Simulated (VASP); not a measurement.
A run of VASP 6.6.1 is set up as follows.

The input INCAR:

```
PREC     = Accurate       # precision mode
ENCUT    = 520            # plane-wave cutoff, eV
EDIFF    = 1E-6           # SCF threshold, eV
ISMEAR   = 0              # smearing method
SIGMA    = 0.15           # smearing width, eV
LREAL    = False          # projectors in reciprocal space
LASPH    = True           # aspherical terms in the spheres
NELM     = 100            # most SCF steps
ALGO     = Fast           # electronic algorithm
ISIF     = 2              # what is computed and relaxed
LWAVE    = False          # write WAVECAR
LCHARG   = False          # write CHGCAR
GGA      = PE             # functional
NBANDS   = 13             # bands
```

File KPOINTS:

```
Automatic mesh
0
Gamma
  22 22 22
```

File POSCAR:

```
W
1.0
   -1.4341985035      1.6605260239      1.6605260239
    1.6605260239     -1.4341985035      1.6605260239
    1.6605260239      1.6605260239     -1.4341985035
W
1
Direct
    0.0000000000      0.0000000000      0.0000000000
```

Potentials or basis: VASP PAW PBE potentials, release 64 (W_sv).

Run with:

```bash
$ cat potpaw_PBE.64/W_sv/POTCAR > POTCAR
$ mpirun -np 1 vasp_std > vasp.out
```

Q: What does it give for the band gap on the k mesh?

A: Zero (band 7 reaches 11.15 eV, above the bottom of band 8 at 8.79 eV).

Q: What does it give for the pressure?

A: -20.3 GPa.

Stress tensor (GPa, compression positive):
```
-20.31  -9.40  -9.40
 -9.40 -20.31  -9.40
 -9.40  -9.40 -20.31
```

Caveat: spin-orbit coupling is left out, which moves the levels of the heavy elements.
